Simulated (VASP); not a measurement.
# NiO (Fm-3m) in VASP: notebook

NiO is run at these levels: PBE+U; tasks: single point.

All numbers are computed with VASP 6.6.1; they aren't measurements. Logs are shortened: lines on timing, memory, paths and dates and some standing lists are left out, and cuts for length are marked.

## Step 1: The cell of the first run

It takes space group Fm-3m (No. 225, cubic). The conventional cell has a = 4.201 Å, b = 4.201 Å, c = 4.201 Å, α = 90.00°, β = 90.00°, γ = 90.00°. Within 2.8 Å of Ni (site symmetry m-3m) lie 6 O at 2.10 Å. O (site symmetry m-3m) has 6 Ni at 2.10 Å within 2.8 Å.

## Step 2: Single point, PBE+U, collinear spin, ferromagnetic start

Input file INCAR:

```
SYSTEM = NiO
PREC = Accurate ; ENCUT = 600
EDIFF = 1E-6 ; ISMEAR = -1
SIGMA = 0.03 ; LREAL = .FALSE.
LASPH = .TRUE. ; NELM = 200
ALGO = Normal ; ISIF = 2
LWAVE = .FALSE. ; LCHARG = .FALSE.
ISPIN = 2 ; MAGMOM = 2 0
LORBIT = 11 ; LMAXMIX = 4
LDAU = .TRUE. ; LDAUTYPE = 2
LDAUL = 2 -1 ; LDAUU = 6.2 0
LDAUJ = 0 0 ; LDAUPRINT = 1
GGA = PE ; NBANDS = 19
GGA_COMPAT = .FALSE.
```

Input file KPOINTS:

```
regular mesh
0
G
  8 8 8
  0 0 0
```

Input file POSCAR:

```
NiO
1.0
    0.0000000000      2.1004800000      2.1004800000
    2.1004800000      0.0000000000      2.1004800000
    2.1004800000      2.1004800000      0.0000000000
Ni O
1 1
Direct
    0.0000000000      0.0000000000      0.0000000000
    0.5000000000      0.5000000000      0.5000000000
```

Potentials or basis: VASP PAW PBE potentials, release 64 (Ni, O).

The run is started by

```console
cat potpaw_PBE.64/Ni/POTCAR potpaw_PBE.64/O/POTCAR > POTCAR
mpirun -np 1 vasp_std > vasp.out
```

OUTCAR:

```text
SYSTEM = NiO
   PREC = Accurate
   ENCUT = 600
   EDIFF = 1E-6
   ISMEAR = -1
   LREAL = .FALSE.
   LASPH = .TRUE.
   NELM = 200
   ISIF = 2
   ISPIN = 2
   LORBIT = 11
   GGA = PE

 ion  position               nearest neighbor table
   1  0.000  0.000  0.000-   2 2.10   2 2.10   2 2.10   2 2.10   2 2.10   2 2.10
   2  0.500  0.500  0.500-   1 2.10   1 2.10   1 2.10   1 2.10   1 2.10   1 2.10

  LATTYP: Found a face centered cubic cell.
 ALAT       =     4.2009600000

  Lattice vectors:

 A1 = (   0.0000000000,   2.1004800000,   2.1004800000)
 A2 = (   2.1004800000,   0.0000000000,   2.1004800000)
 A3 = (   2.1004800000,   2.1004800000,   0.0000000000)

Analysis of symmetry for initial positions (statically):
=====================================================================
 Subroutine PRICEL returns:
 Original cell was already a primitive cell.

 Routine SETGRP: Setting up the symmetry group for a
 face centered cubic supercell.

 Subroutine GETGRP returns: Found 48 space group operations
 (whereof 48 operations were pure point group operations)
 out of a pool of 48 trial point group operations.

The static configuration has the point symmetry O_h .

Analysis of symmetry for dynamics (positions and initial velocities):
=====================================================================
 Subroutine PRICEL returns:
 Original cell was already a primitive cell.

 Routine SETGRP: Setting up the symmetry group for a
 face centered cubic supercell.

 Subroutine GETGRP returns: Found 48 space group operations
 (whereof 48 operations were pure point group operations)
 out of a pool of 48 trial point group operations.

The dynamic configuration has the point symmetry O_h .

Analysis of structural, dynamic, and magnetic symmetry:
=====================================================================
 Subroutine PRICEL returns:
 Original cell was already a primitive cell.

 Routine SETGRP: Setting up the symmetry group for a
 face centered cubic supercell.
[... 164 lines left out ...]
  0.0000  0.0000 -0.0000 -0.0000  0.1358

 occupancies and eigenvectors

  o =  0.1358  v =  0.0000  0.0000  0.0000  0.0000  0.0000  0.0000 -0.0000  0.0040 -0.0000  1.0000      0.0000  0.0000  0.0000  0.0000  0.0000  0.0000  0.0000  0.0000  0.0000  0.0000
  o =  0.1358  v =  0.0000  0.0000  0.0000  0.0000  0.0000  0.0000 -0.0000 -1.0000 -0.0000  0.0040      0.0000  0.0000  0.0000  0.0000  0.0000  0.0000  0.0000  0.0000  0.0000  0.0000
  o =  0.9818  v =  0.0000  0.0000  0.0000  0.0000  0.0000  1.0000  0.0000  0.0000  0.0000  0.0000      0.0000  0.0000  0.0000  0.0000  0.0000  0.0000  0.0000  0.0000  0.0000  0.0000
  o =  0.9818  v =  0.0000  0.0000  0.0000  0.0000  0.0000  0.0000  0.9935 -0.0000  0.1135  0.0000      0.0000  0.0000  0.0000  0.0000  0.0000  0.0000  0.0000  0.0000  0.0000  0.0000
  o =  0.9818  v =  0.0000  0.0000  0.0000  0.0000  0.0000  0.0000  0.1135  0.0000 -0.9935  0.0000      0.0000  0.0000  0.0000  0.0000  0.0000  0.0000  0.0000  0.0000  0.0000  0.0000
  o =  0.9832  v =  0.0000  0.9744  0.0000  0.2248  0.0000  0.0000  0.0000  0.0000  0.0000  0.0000      0.0000  0.0000  0.0000  0.0000  0.0000  0.0000  0.0000  0.0000  0.0000  0.0000
  o =  0.9832  v =  0.0000 -0.2248 -0.0000  0.9744 -0.0000  0.0000  0.0000  0.0000  0.0000  0.0000      0.0000  0.0000  0.0000  0.0000  0.0000  0.0000  0.0000  0.0000  0.0000  0.0000
  o =  0.9832  v =  1.0000  0.0000  0.0000  0.0000  0.0000  0.0000  0.0000  0.0000  0.0000  0.0000      0.0000  0.0000  0.0000  0.0000  0.0000  0.0000  0.0000  0.0000  0.0000  0.0000
  o =  1.0352  v =  0.0000 -0.0000  0.9994 -0.0000  0.0333  0.0000  0.0000  0.0000  0.0000  0.0000      0.0000  0.0000  0.0000  0.0000  0.0000  0.0000  0.0000  0.0000  0.0000  0.0000
  o =  1.0352  v =  0.0000  0.0000  0.0333 -0.0000 -0.9994  0.0000  0.0000  0.0000  0.0000  0.0000      0.0000  0.0000  0.0000  0.0000  0.0000  0.0000  0.0000  0.0000  0.0000  0.0000

 number of electron      16.0000011 magnetization       2.0000004

 Free energy of the ion-electron system (eV)
  ---------------------------------------------------
  ext. energy  EPLUGINS =         0.00000000
  ---------------------------------------------------
  free energy    TOTEN  =       -10.16804011 eV

  energy without entropy =      -10.16804011  energy(sigma->0) =      -10.16804011

 E-fermi :   7.2636     XC(G=0): -12.5439

 val. band max:        6.5646380182   @ k =   0.5000   0.0000   0.0000
 cond. band min:       9.1179858622   @ k =   0.0000   0.0000   0.0000
 fundamental gap:      2.5533478440
 Fermi energy:         7.2636147044

 spin component 1

 k-point     1 :       0.0000    0.0000    0.0000
  band No.  band energies     occupation
      1     -12.1466      1.00000
      2       0.4583      1.00000
      3       0.4584      1.00000
      4       1.5740      1.00000
      5       1.5741      1.00000
      6       1.5741      1.00000
[... 1049 lines left out ...]
     18      38.5999      0.00000
     19      39.6830      0.00000

 [... further k-points ...]
[... 5 lines left out ...]
  --------------------------------------------------------------------------------------
  -------------------------------------------------------------------------------------
  Total       -0.0912138     -0.0912138     -0.0912138     -0.0000000     -0.0000000     -0.0000000
  in kB       -7.8847082     -7.8847082     -7.8847082     -0.0000000     -0.0000000     -0.0000000
  external PRESSURE =      -7.8847082 kB  Pullay stress =       0.0000000 kB

 VOLUME and BASIS-vectors are now :
 -----------------------------------------------------------------------------
  energy-cutoff  :      600.00
  volume of cell :       18.53
      direct lattice vectors                 reciprocal lattice vectors
     0.000000000  2.100480000  2.100480000    -0.238040829  0.238040829  0.238040829
     2.100480000  0.000000000  2.100480000     0.238040829 -0.238040829  0.238040829
     2.100480000  2.100480000  0.000000000     0.238040829  0.238040829 -0.238040829

 POSITION                                       TOTAL-FORCE (eV/Angst)
 -----------------------------------------------------------------------------------
      0.00000      0.00000      0.00000         0.000000      0.000000      0.000000
      2.10048      2.10048      2.10048        -0.000000     -0.000000     -0.000000
 -----------------------------------------------------------------------------------
    total drift:                                0.000000     -0.000000     -0.000000

  FREE ENERGIE OF THE ION-ELECTRON SYSTEM (eV)
  ---------------------------------------------------
  free  energy   TOTEN  =       -10.1680401138 eV

  energy  without entropy=      -10.1680401138  energy(sigma->0) =      -10.16804011

 total charge

# of ion       s       p       d       tot
------------------------------------------
    1        0.339   0.413   8.210   8.962
    2        1.544   3.476   0.000   5.020
--------------------------------------------------
tot          1.883   3.889   8.210  13.982

 magnetization (x)

# of ion       s       p       d       tot
------------------------------------------
    1        0.012   0.013   1.800   1.825
    2        0.017   0.152   0.000   0.169
--------------------------------------------------
tot          0.029   0.165   1.800   1.993
```

OSZICAR:

```text
N       E                     dE             d eps       ncg     rms          rms(c)
DAV:   1     0.101082412533E+03    0.10108E+03   -0.81920E+03  2332   0.122E+03
DAV:   2    -0.251088244132E+01   -0.10359E+03   -0.90676E+02  2281   0.261E+02
DAV:   3    -0.962484691559E+01   -0.71140E+01   -0.69374E+01  2499   0.672E+01
DAV:   4    -0.969797512586E+01   -0.73128E-01   -0.73018E-01  2375   0.669E+00
DAV:   5    -0.969872578929E+01   -0.75066E-03   -0.75059E-03  2467   0.672E-01    0.154E+01
DAV:   6    -0.980250125191E+01   -0.10378E+00   -0.14276E+01  2431   0.680E+01    0.188E+01
DAV:   7    -0.981262856047E+01   -0.10127E-01   -0.12315E+00  2422   0.253E+01    0.917E+00
DAV:   8    -0.100484700587E+02   -0.23584E+00   -0.18145E-01  2638   0.469E+00    0.569E+00
DAV:   9    -0.101605186270E+02   -0.11205E+00   -0.62203E-02  2578   0.719E+00    0.547E-01
DAV:  10    -0.101674798194E+02   -0.69612E-02   -0.27974E-02  2728   0.208E+00    0.505E-01
DAV:  11    -0.101675172945E+02   -0.37475E-04   -0.28492E-03  2625   0.982E-01    0.148E-01
DAV:  12    -0.101679509334E+02   -0.43364E-03   -0.29225E-04  2288   0.498E-01    0.537E-02
DAV:  13    -0.101680335672E+02   -0.82634E-04   -0.12976E-04  2905   0.188E-01    0.206E-02
DAV:  14    -0.101680400484E+02   -0.64812E-05   -0.29867E-05  2498   0.506E-02    0.861E-03
DAV:  15    -0.101680401138E+02   -0.65386E-07   -0.73436E-07  1730   0.104E-02
   1 F= -.10168040E+02 E0= -.10168040E+02  d E =-.107946E-11  mag=     2.0000
```

It took 10 s on 1 thread of Intel Xeon 6975P-C (Granite Rapids), shared host; peak memory 0.16 GiB.

What came out:

```yaml
Free_energy: -10.1680 eV
Pressure: -0.8 GPa
Band_gap_on_the_k_mesh: 2.55 eV, indirect (least direct gap 3.37 eV)
Net_moment: 2.00 μB per cell
Site_moments: Ni +1.82; O +0.17 μB
Valence_electrons_inside_the_program's_atomic_spheres: Ni 8.96; O 5.02
```

Eigenvalues of the final occupation matrices:
| site | spin | trace | eigenvalues |
| --- | --- | --- | --- |
| site 1 d | 1 | 5.02 | 0.98 0.98 0.98 1.04 1.04 |
| site 1 d | 2 | 3.22 | 0.14 0.14 0.98 0.98 0.98 |

Caveat: a cell with one magnetic atom can't hold antiferromagnetic order, which such compounds often take.

## Step 3: Single point, PBE+U, collinear spin, zero start

Input file INCAR:

```
ALGO = Normal
EDIFF = 1E-6
ENCUT = 600
GGA = PE
GGA_COMPAT = False
ISIF = 2
ISMEAR = -1
ISPIN = 2
LASPH = True
LCHARG = False
LDAU = True
LDAUJ = 0 0
LDAUL = 2 -1
LDAUPRINT = 1
LDAUTYPE = 2
LDAUU = 6.2 0
LMAXMIX = 4
LORBIT = 11
LREAL = False
LWAVE = False
MAGMOM = 0 0
NBANDS = 19
NELM = 200
NUPDOWN = 0.0
PREC = Accurate
SIGMA = 0.03
```

Input file KPOINTS:

```
k-points
0
Gamma
  8 8 8
```

POSCAR is that of step 2.

Potentials or basis: VASP PAW PBE potentials, release 64 (Ni, O).

The run is started by

```console
cat potpaw_PBE.64/Ni/POTCAR potpaw_PBE.64/O/POTCAR > POTCAR
mpirun -np 1 vasp_std > vasp.out
```

OUTCAR:

```text
EDIFF = 1E-6
   ENCUT = 600
   GGA = PE
   ISIF = 2
   ISMEAR = -1
   ISPIN = 2
   LASPH = True
   LORBIT = 11
   LREAL = False
   NELM = 200
   NUPDOWN = 0.0
   PREC = Accurate

 ion  position               nearest neighbor table
   1  0.000  0.000  0.000-   2 2.10   2 2.10   2 2.10   2 2.10   2 2.10   2 2.10
   2  0.500  0.500  0.500-   1 2.10   1 2.10   1 2.10   1 2.10   1 2.10   1 2.10

  LATTYP: Found a face centered cubic cell.
 ALAT       =     4.2009600000

  Lattice vectors:

 A1 = (   0.0000000000,   2.1004800000,   2.1004800000)
 A2 = (   2.1004800000,   0.0000000000,   2.1004800000)
 A3 = (   2.1004800000,   2.1004800000,   0.0000000000)

Analysis of symmetry for initial positions (statically):
=====================================================================
 Subroutine PRICEL returns:
 Original cell was already a primitive cell.

 Routine SETGRP: Setting up the symmetry group for a
 face centered cubic supercell.

[... 233 lines left out ...]
      5       4.3349      1.00000
      6       4.3349      1.00000
[... 1049 lines left out ...]
     18      37.5962      0.00000
     19      38.3124      0.00000

 [... further k-points ...]

------------------------ aborting loop because EDIFF is reached ----------------------------------------

  FORCE on cell =-STRESS in cart. coord.  units (eV):
  Direction    XX          YY          ZZ          XY          YZ          ZX
  --------------------------------------------------------------------------------------
  -------------------------------------------------------------------------------------
  Total       -1.5911303     -1.5911303     -1.5911303     -0.0000000     -0.0000000      0.0000000
  in kB     -137.5405240   -137.5405240   -137.5405240     -0.0000000     -0.0000000      0.0000000
  external PRESSURE =    -137.5405240 kB  Pullay stress =       0.0000000 kB

 VOLUME and BASIS-vectors are now :
 -----------------------------------------------------------------------------
  energy-cutoff  :      600.00
  volume of cell :       18.53
      direct lattice vectors                 reciprocal lattice vectors
     0.000000000  2.100480000  2.100480000    -0.238040829  0.238040829  0.238040829
     2.100480000  0.000000000  2.100480000     0.238040829 -0.238040829  0.238040829
     2.100480000  2.100480000  0.000000000     0.238040829  0.238040829 -0.238040829

 POSITION                                       TOTAL-FORCE (eV/Angst)
 -----------------------------------------------------------------------------------
      0.00000      0.00000      0.00000        -0.000000      0.000000      0.000000
      2.10048      2.10048      2.10048         0.000000      0.000000     -0.000000
 -----------------------------------------------------------------------------------
    total drift:                                0.000000     -0.000000     -0.000000

  FREE ENERGIE OF THE ION-ELECTRON SYSTEM (eV)
  ---------------------------------------------------
  free  energy   TOTEN  =        -7.9617299704 eV

  energy  without entropy=       -7.9498205533  energy(sigma->0) =       -7.95577526

 total charge

# of ion       s       p       d       tot
------------------------------------------
    1        0.305   0.360   8.511   9.176
    2        1.574   3.333   0.000   4.907
--------------------------------------------------
tot          1.879   3.694   8.511  14.084

 magnetization (x)

# of ion       s       p       d       tot
------------------------------------------
    1       -0.000  -0.000   0.000   0.000
    2        0.000  -0.000   0.000  -0.000
--------------------------------------------------
tot         -0.000  -0.000   0.000  -0.000
```

OSZICAR:

```text
N       E                     dE             d eps       ncg     rms          rms(c)
DAV:   1     0.984969480259E+02    0.98497E+02   -0.79363E+03  2348   0.121E+03
DAV:   2    -0.192780239819E+01   -0.10042E+03   -0.88541E+02  2278   0.258E+02
DAV:   3    -0.856129309063E+01   -0.66335E+01   -0.62113E+01  2506   0.649E+01
DAV:   4    -0.862954839634E+01   -0.68255E-01   -0.68113E-01  2366   0.639E+00
DAV:   5    -0.863034333572E+01   -0.79494E-03   -0.79489E-03  2476   0.689E-01    0.122E+01
DAV:   6    -0.887497245544E+01   -0.24463E+00   -0.64751E+00  2830   0.480E+01    0.123E+01
DAV:   7    -0.783955361640E+01    0.10354E+01   -0.29792E+00  2693   0.402E+01    0.481E+00
DAV:   8    -0.793605800088E+01   -0.96504E-01   -0.16053E-01  2399   0.890E+00    0.148E+00
DAV:   9    -0.796003608614E+01   -0.23978E-01   -0.40767E-02  2496   0.212E+00    0.171E-01
DAV:  10    -0.796188705903E+01   -0.18510E-02   -0.71330E-03  2464   0.831E-01    0.173E-01
DAV:  11    -0.796172172103E+01    0.16534E-03   -0.58167E-04  2534   0.595E-01    0.108E-02
DAV:  12    -0.796172967230E+01   -0.79513E-05   -0.55388E-05  2503   0.572E-02    0.603E-03
DAV:  13    -0.796172997043E+01   -0.29813E-06   -0.20212E-06  2158   0.183E-02
   1 F= -.79617300E+01 E0= -.79557753E+01  d E =-.119094E-01  mag=    -0.0000
```

stdout:

```text
POSCAR found type information on POSCAR NiO
 POSCAR found :  2 types and       2 ions
 scaLAPACK will be used
 LDA part: xc-table for (Slater+PW92), standard interpolation
 POSCAR, INCAR and KPOINTS ok, starting setup
 FFT: planning ... GRIDC
 FFT: planning ... GRID_SOFT
 FFT: planning ... GRID
 WAVECAR not read
 entering main loop
```

Wall time 9.5 s (1 thread of Intel Xeon 6975P-C (Granite Rapids), shared host); peak memory 0.15 GiB.

Results:

```yaml
Free_energy: -7.9617 eV
Pressure: -13.8 GPa
Net_moment: 0.00 μB per cell
Valence_electrons_inside_the_program's_atomic_spheres: Ni 9.18; O 4.91
```

Eigenvalues of the final occupation matrices:
| site | spin | trace | eigenvalues |
| --- | --- | --- | --- |
| site 1 d | 1 | 4.27 | 0.67 0.67 0.98 0.98 0.98 |
| site 1 d | 2 | 4.27 | 0.67 0.67 0.98 0.98 0.98 |

Caveat: the total moment is fixed, so each spin has its own Fermi level.

(Part 1 of 2 ends here.)
